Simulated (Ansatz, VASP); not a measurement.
**Ta2Si: VASP beside Ansatz**

```
Ta Si
1.0
    -3.06838    3.06838    2.51990
     3.06838   -3.06838    2.51990
     3.06838    3.06838   -2.51990
Ta Si
4 2
Cartesian
  2.2268 1.1598 2.5199
  -1.1598 2.2268 2.5199
  0.8416 1.9086 0.0000
  4.2282 0.8416 0.0000
  0.0000 0.0000 1.4424
  0.0000 0.0000 3.5974
```

Change from the starting cell: mode 4 (110.0 1/cm) frozen in, largest displacement +0.225 Å.

Alike in both runs: task single point; functional PBEsol; k mesh 12 × 12 × 12; occupations gaussian, width 0.15 eV; no spin polarisation.

|  | VASP | Ansatz |
| --- | --- | --- |
| version | VASP 6.6.1 | Ansatz 0.2.0 |
| potentials or method | VASP PAW PBE potentials, release 64 (Ta_pv, Si), cutoff 520 eV | scalar-relativistic, plane waves, PAW |
| valence electrons in the cell | 52 | 60 |

```csv
,VASP,Ansatz,Ansatz less VASP
gap on the k mesh at the Fermi level (eV),none,none,-
pressure (GPa),6.0,5.7,-0.29
"traceless stress, the component that is largest in VASP (GPa)",9.11,9.13,+0.020
rms of the force components (eV/Å),1.308,1.307,-0.0005
```

VASP's potentials were made for PBE, not for PBEsol. Atom by atom the forces differ by 0.005 eV/Å (rms over components). A gap of «none» marks a metal or a gap that the smearing closes. VASP's potentials hold 52 valence electrons a cell and Ansatz's 60, so a difference there can come from the potentials and not from the codes.

Neither program's run includes spin-orbit coupling.
